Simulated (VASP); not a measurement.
# Bi in VASP: further runs

Bi is run at these levels: PBE; tasks: single point.

Everything below comes from runs of VASP 6.6.1. Logs are shortened: lines on timing, memory, paths and dates and some standing lists are left out, and cuts for length are marked.

### 1 The cell of the first run

The cell holds a slab with vacuum, 2 atoms: a = 4.209 Å, b = 4.209 Å, c = 28.000 Å, α = 90.00°, β = 90.00°, γ = 120.00°.

### 2 Single point, PBE

File INCAR:

```
SYSTEM = Bi
PREC = Accurate ; ENCUT = 520
EDIFF = 1E-7 ; ISMEAR = 0
SIGMA = 0.02 ; LREAL = .False.
LASPH = .True. ; NELM = 60
ALGO = Normal ; ISIF = 2
LWAVE = .False. ; LCHARG = .False.
LDIPOL = .True. ; IDIPOL = 3
DIPOL = 0.5 0.5 0.500 ; GGA = PE
NBANDS = 22
```

File KPOINTS:

```
Automatic mesh
0
Gamma
  9 9 1
  0 0 0
```

File POSCAR:

```
Bi
1.0
    4.2090000000      0.0000000000      0.0000000000
   -2.1045000000      3.6451009245      0.0000000000
    0.0000000000      0.0000000000     28.0000000000
Bi
2
Direct
    0.3333333333      0.6666666667      0.5131964286
    0.6666666667      0.3333333333      0.4868035714
```

Potentials or basis: VASP PAW PBE potentials, release 64 (Bi_d).

Started as:

```console
$ cat potpaw_PBE.64/Bi_d/POTCAR > POTCAR
$ mpirun -np 1 vasp_std > vasp.out
```

OUTCAR:

```text
SYSTEM = Bi
   PREC = Accurate
   ENCUT = 520
   EDIFF = 1E-7
   ISMEAR = 0
   LREAL = .False.
   LASPH = .True.
   NELM = 60
   ISIF = 2
   GGA = PE

 ion  position               nearest neighbor table
   1  0.333  0.667  0.513-   2 2.54   2 2.54   2 2.54
   2  0.667  0.333  0.487-   1 2.54   1 2.54   1 2.54

  LATTYP: Found a hexagonal cell.
 ALAT       =     4.2090000000
 C/A-ratio  =     6.6524114992

  Lattice vectors:

 A1 = (   4.2090000000,   0.0000000000,   0.0000000000)
 A2 = (  -2.1045000000,   3.6451009245,   0.0000000000)
 A3 = (   0.0000000000,   0.0000000000,  28.0000000000)

Analysis of symmetry for initial positions (statically):
=====================================================================
 Subroutine PRICEL returns:
 Original cell was already a primitive cell.

 Routine SETGRP: Setting up the symmetry group for a
 hexagonal supercell.

 Subroutine GETGRP returns: Found 12 space group operations
 (whereof 12 operations were pure point group operations)
 out of a pool of 24 trial point group operations.

The static configuration has the point symmetry D_3d.

Analysis of symmetry for dynamics (positions and initial velocities):
=====================================================================
 Subroutine PRICEL returns:
 Original cell was already a primitive cell.

 Routine SETGRP: Setting up the symmetry group for a
 hexagonal supercell.

 Subroutine GETGRP returns: Found 12 space group operations
 (whereof 12 operations were pure point group operations)
 out of a pool of 24 trial point group operations.

The dynamic configuration has the point symmetry D_3d.

 Subroutine INISYM returns: Found 12 space group operations
 (whereof 12 operations are pure point group operations),
 and found     1 'primitive' translations

----------------------------------------------------------------------------------------

                                     Primitive cell

  volume of cell :     429.5824

  direct lattice vectors                    reciprocal lattice vectors
     4.209000000  0.000000000  0.000000000     0.237586125  0.137170413  0.000000000
    -2.104500000  3.645100924  0.000000000     0.000000000  0.274340826  0.000000000
     0.000000000  0.000000000 28.000000000     0.000000000  0.000000000  0.035714286

  length of vectors
     4.209000000  4.209000000 28.000000000     0.274340826  0.274340826  0.035714286

  position of ions in fractional coordinates (direct lattice)
     0.333333333  0.666666667  0.513196429
     0.666666667  0.333333333  0.486803571

  ion indices of the primitive-cell ions
   primitive index   ion index
                 1           1
                 2           2

----------------------------------------------------------------------------------------

 KPOINTS: Automatic mesh

Automatic generation of k-mesh.
 Grid dimensions read from file:
 generate k-points for:    9    9    1

 Generating k-lattice:

  Cartesian coordinates                     Fractional coordinates (reciprocal lattice)
     0.026398458  0.015241157  0.000000000     0.111111111  0.000000000  0.000000000
     0.000000000  0.030482314  0.000000000     0.000000000  0.111111111  0.000000000
     0.000000000  0.000000000  0.035714286     0.000000000  0.000000000  1.000000000

  Length of vectors
     0.030482314  0.030482314  0.035714286

  Shift w.r.t. Gamma in fractional coordinates (k-lattice)
     0.000000000  0.000000000  0.000000000

 Subroutine IBZKPT returns following result:
 ===========================================

 Found     12 irreducible k-points:

 Following reciprocal coordinates:
            Coordinates               Weight
  0.000000  0.000000  0.000000      1.000000
  0.111111 -0.000000  0.000000      6.000000
  0.222222 -0.000000  0.000000      6.000000
  0.333333 -0.000000  0.000000      6.000000
  0.444444 -0.000000  0.000000      6.000000
  0.111111  0.111111  0.000000      6.000000
  0.222222  0.111111  0.000000     12.000000
  0.333333  0.111111  0.000000     12.000000
  0.444444  0.111111  0.000000      6.000000
  0.222222  0.222222  0.000000      6.000000
  0.333333  0.222222  0.000000     12.000000
  0.333333  0.333333  0.000000      2.000000
   k-points           NKPTS =     12   k-points in BZ     NKDIM =     12   number of bands    NBANDS=     22
   number of dos      NEDOS =    301   number of ions     NIONS =      2
   total plane-waves  NPLWV = 215040
   dimension x,y,z NGX =    32 NGY =   32 NGZ =  210
   dimension x,y,z NGXF=    64 NGYF=   64 NGZF=  420
   ions per type =               2
   NGX,Y,Z   is equivalent  to a cutoff of  12.64, 12.64, 12.47 a.u.
   NGXF,Y,Z  is equivalent  to a cutoff of  25.28, 25.28, 24.94 a.u.
 SYSTEM =  Bi
   PREC   = accura    normal or accurate (medium, high low for compatibility)
   ISTART =      0    job   : 0-new  1-cont  2-samecut
   ICHARG =      2    charge: 1-file 2-atom 10-const
   ISPIN  =      1    spin polarized calculation?
   LNONCOLLINEAR =      F non collinear calculations
   LSORBIT =      F    spin-orbit coupling
   LASPH  =      T    aspherical Exc in radial PAW
   ENCUT  =  520.0 eV  38.22 Ry    6.18 a.u.   7.83  7.83 52.06*2*pi/ulx,y,z
   NELM   =     60;   NELMIN=  2; NELMDL= -5     # of ELM steps
   EDIFF  = 0.1E-06   stopping-criterion for ELM
   LREAL  =      F    real-space projection
   EDIFFG = 0.1E-05   stopping-criterion for IOM
   NSW    =      0    number of steps for IOM
   IBRION =     -1    ionic relax: 0-MD 1-quasi-New 2-CG
   NFREE  =      0    steps in history (QN), initial steepest desc. (CG)
   ISIF   =      2    stress and relaxation
   ISYM   =      2    0-nonsym 1-usesym 2-fastsym
   POTIM  = 0.5000    time-step for ionic-motion
   TEBEG  =    0.0;   TEEND  =   0.0 temperature during run
   PSTRESS=    0.0 pullay stress
   NELECT =      30.0000    total number of electrons
   NUPDOWN=      -1.0000    fix difference up-down
   EMIN   =  10.00;   EMAX   =-10.00  energy-range for DOS
   EFERMI =   0.00;   METHOD = LEGACY
   ISMEAR =     0;   SIGMA  =   0.02  broadening in eV -4-tet -1-fermi 0-gaus
   EFERMI_NEDOS =   21; number of points for ismear=-14 and -15
   IALGO  =     38    algorithm
   IMIX   =      4    mixing-type and parameters
     AMIX     =   0.40;   BMIX     =  1.00
     AMIX_MAG =   1.60;   BMIX_MAG =  1.00
  volume/ion in A,a.u.               =     214.79      1449.48
  Fermi-wavevector in a.u.,A,eV,Ry     =   0.674165  1.273988  6.183833  0.454499
  Thomas-Fermi vector in A             =   1.750802
   LORBIT       =      0    0 simple, 1 ext, 2 COOP (PROOUT), +10 PAW based schemes
   GGA     = PE    functional components
   LHFCALC =     F    Hartree Fock is set to
   AEXX    =    0.0000 exact exchange contribution
   IVDW    =     0    specifies the selected vdW correction
   LEPSILON=     F    determine dielectric tensor
   LRPA    =     F    only Hartree local field effects (RPA)
 non-spin polarized calculation
 Gauss-broadening in eV      SIGMA  =   0.02
  energy-cutoff  :      520.00
  volume of cell :      429.58
 maximum number of plane-waves:     11604
 NGX is ok and might be reduce to    32
   NGX = 15   NGY = 15   NGZ =105

 dipolmoment           0.000000      0.000000      0.000000 electrons x Angstroem

 number of electron      29.9999993 magnetization

 dipolmoment           0.000000      0.000000     -0.000000 electrons x Angstroem

 Free energy of the ion-electron system (eV)
  ---------------------------------------------------
  ext. energy  EPLUGINS =         0.00000000
  ---------------------------------------------------
  free energy    TOTEN  =        -3.26470998 eV

  energy without entropy =       -3.26462186  energy(sigma->0) =       -3.26466592

 E-fermi :  -1.9299     XC(G=0):  -1.8388

 val. band max:       -1.9678072551   @ k =   0.2222   0.1111   0.0000
 cond. band min:      -1.8953316034   @ k =   0.1111   0.1111   0.0000
 fundamental gap:      0.0724756517
 Fermi energy:        -1.9298674598

 k-point     1 :       0.0000    0.0000    0.0000
  band No.  band energies     occupation
      1     -26.3802      2.00000
      2     -26.3802      2.00000
      3     -26.0261      2.00000
      4     -26.0261      2.00000
      5     -25.7443      2.00000
      6     -25.4099      2.00000
[... 14 lines left out ...]
     21       1.9713      0.00000
     22       2.1919      0.00000

 k-point     2 :       0.1111   -0.0000    0.0000
  band No.  band energies     occupation
      1     -26.4098      2.00000
      2     -26.3969      2.00000
      3     -25.9908      2.00000
      4     -25.9809      2.00000
      5     -25.7800      2.00000
      6     -25.4159      2.00000
[... 14 lines left out ...]
     21       2.0435      0.00000
     22       2.3293      0.00000

 k-point     3 :       0.2222   -0.0000    0.0000
  band No.  band energies     occupation
      1     -26.4639      2.00000
      2     -26.4216      2.00000
      3     -25.9273      2.00000
      4     -25.8880      2.00000
      5     -25.8626      2.00000
      6     -25.4326      2.00000
[... 14 lines left out ...]
     21       2.3668      0.00000
     22       2.7362      0.00000

 k-point     4 :       0.3333   -0.0000    0.0000
  band No.  band energies     occupation
      1     -26.5072      2.00000
      2     -26.4269      2.00000
      3     -25.9938      2.00000
      4     -25.8467      2.00000
      5     -25.8035      2.00000
      6     -25.4324      2.00000
[... 14 lines left out ...]
     21       3.1861      0.00000
     22       3.4096      0.00000

 k-point     5 :       0.4444   -0.0000    0.0000
  band No.  band energies     occupation
      1     -26.5295      2.00000
      2     -26.4159      2.00000
      3     -26.0729      2.00000
      4     -25.8208      2.00000
      5     -25.7577      2.00000
      6     -25.4169      2.00000
[... 14 lines left out ...]
     21       3.8426      0.00000
     22       4.0195      0.00000

 k-point     6 :       0.1111    0.1111    0.0000
  band No.  band energies     occupation
      1     -26.4610      2.00000
      2     -26.4044      2.00000
      3     -25.9377      2.00000
      4     -25.9183      2.00000
      5     -25.8367      2.00000
      6     -25.4414      2.00000
[... 14 lines left out ...]
     21       2.2339      0.00000
     22       2.6023      0.00000

 k-point     7 :       0.2222    0.1111    0.0000
  band No.  band energies     occupation
      1     -26.5237      2.00000
      2     -26.3956      2.00000
      3     -25.9570      2.00000
      4     -25.8499      2.00000
      5     -25.8273      2.00000
      6     -25.4841      2.00000
[... 14 lines left out ...]
     21       2.7664      0.00000
     22       3.1726      0.00000

 k-point     8 :       0.3333    0.1111    0.0000
  band No.  band energies     occupation
      1     -26.5676      2.00000
      2     -26.3682      2.00000
      3     -26.0478      2.00000
      4     -25.8103      2.00000
      5     -25.7635      2.00000
      6     -25.4898      2.00000
[... 14 lines left out ...]
     21       3.6020      0.00000
     22       3.9911      0.00000

 k-point     9 :       0.4444    0.1111    0.0000
  band No.  band energies     occupation
      1     -26.5830      2.00000
      2     -26.3484      2.00000
      3     -26.0926      2.00000
      4     -25.7974      2.00000
      5     -25.7443      2.00000
      6     -25.4684      2.00000
[... 14 lines left out ...]
     21       4.2878      0.00000
     22       4.5514      0.00000

 k-point    10 :       0.2222    0.2222    0.0000
  band No.  band energies     occupation
      1     -26.5923      2.00000
      2     -26.3357      2.00000
      3     -26.0341      2.00000
      4     -25.7962      2.00000
      5     -25.7499      2.00000
      6     -25.5653      2.00000
[... 14 lines left out ...]
     21       3.4430      0.00000
     22       3.8735      0.00000

 k-point    11 :       0.3333    0.2222    0.0000
  band No.  band energies     occupation
      1     -26.6328      2.00000
      2     -26.2700      2.00000
      3     -26.1059      2.00000
      4     -25.7538      2.00000
      5     -25.7127      2.00000
      6     -25.5875      2.00000
[... 14 lines left out ...]
     21       4.0505      0.00000
     22       4.4111      0.00000

 k-point    12 :       0.3333    0.3333    0.0000
  band No.  band energies     occupation
      1     -26.6576      2.00000
      2     -26.1775      2.00000
      3     -26.1775      2.00000
      4     -25.6834      2.00000
      5     -25.6794      2.00000
      6     -25.6794      2.00000
[... 14 lines left out ...]
     21       3.7727      0.00000
     22       4.8451      0.00000

------------------------ aborting loop because EDIFF is reached ----------------------------------------

 vacuum level on the upper side and lower side of the slab       (xc-potential included)        -0.007        -0.007

  FORCE on cell =-STRESS in cart. coord.  units (eV):
  Direction    XX          YY          ZZ          XY          YZ          ZX
  --------------------------------------------------------------------------------------
  -------------------------------------------------------------------------------------
  Total       20.7432911     20.7432911      4.4336983     -0.0000000      0.0000000      0.0000000
  in kB       77.3645011     77.3645011     16.5359900     -0.0000000      0.0000000      0.0000000
  external PRESSURE =      57.0883307 kB  Pullay stress =       0.0000000 kB

 VOLUME and BASIS-vectors are now :
 -----------------------------------------------------------------------------
  energy-cutoff  :      520.00
  volume of cell :      429.58
      direct lattice vectors                 reciprocal lattice vectors
     4.209000000  0.000000000  0.000000000     0.237586125  0.137170413  0.000000000
    -2.104500000  3.645100924  0.000000000     0.000000000  0.274340826  0.000000000
     0.000000000  0.000000000 28.000000000     0.000000000  0.000000000  0.035714286

 POSITION                                       TOTAL-FORCE (eV/Angst)
 -----------------------------------------------------------------------------------
     -0.00000      2.43007     14.36950        -0.000000      0.000000      6.046397
      2.10450      1.21503     13.63050         0.000000     -0.000000     -6.046397
 -----------------------------------------------------------------------------------
    total drift:                                0.000000     -0.000000     -0.000000

  FREE ENERGIE OF THE ION-ELECTRON SYSTEM (eV)
  ---------------------------------------------------
  free  energy   TOTEN  =        -3.2647099794 eV

  energy  without entropy=       -3.2646218601  energy(sigma->0) =       -3.26466592

 vacuum level on the upper side and lower side of the slab         1.728         1.728
```

Run time: 2.7 min. Hardware: 1 thread of AMD EPYC 7R13 (Zen 3), shared host; peak memory 0.49 GiB.

Results:

```
Free energy            : -3.2647 eV
Largest force          : 6.046 eV/Å
Band gap on the k mesh : zero (bands 15 and 16 overlap by 0.40 eV)
```

Forces on the atoms (eV/Å):
```
Bi   0.000  0.000  6.046
Bi   0.000  0.000 -6.046
```

Caveat: spin-orbit coupling is left out, which moves the levels of the heavy elements.

### 3 Single point, PBE

File INCAR:

```
ALGO = Normal
DIPOL = 0.5 0.5 0.500
EDIFF = 1E-7
ENCUT = 520
GGA = PE
IDIPOL = 3
ISIF = 2
ISMEAR = 0
LASPH = T
LCHARG = F
LDIPOL = T
LREAL = F
LWAVE = F
NBANDS = 22
NELM = 60
PREC = Accurate
SIGMA = 0.02
```

File KPOINTS:

```
k-points
0
Gamma
  9 9 1
```

File POSCAR:

```
Bi
1.0
    4.2090000000      0.0000000000      0.0000000000
   -2.1045000000      3.6451009245      0.0000000000
    0.0000000000      0.0000000000     28.0000000000
Bi
2
Direct
    0.3333333333      0.6666666667      0.5264107143
    0.6666666667      0.3333333333      0.4735892857
```

Potentials or basis: VASP PAW PBE potentials, release 64 (Bi_d).

Started as:

```console
$ cat potpaw_PBE.64/Bi_d/POTCAR > POTCAR
$ mpirun -np 1 vasp_std > vasp.out
```

Wall time 2.7 min (1 thread of AMD EPYC 7R13 (Zen 3), shared host); peak memory 0.49 GiB.

Results (log left out):

```yaml
Free_energy: -7.1116 eV
Largest_force: 2.821 eV/Å
Band_gap_on_the_k_mesh: 0.64 eV (least direct gap 0.68 eV)
```

Forces on the atoms (eV/Å):
```
Bi   0.000  0.000  2.821
Bi   0.000  0.000 -2.821
```

Levels at points of the mesh, in eV from the valence-band top:
```
           k point  band 12  band 13  band 14  band 15  band 16  band 17  band 18  band 19
(0.00, 0.00, 0.00)    -7.55    -0.04    -0.04    -0.04     0.64     3.11     3.11     4.25
```

Caveat: spin-orbit coupling is left out, which moves the levels of the heavy elements.

(Continued in part 2 of 2.)

The gap in the log of VASP goes by the Fermi energy; the results here count the filled bands.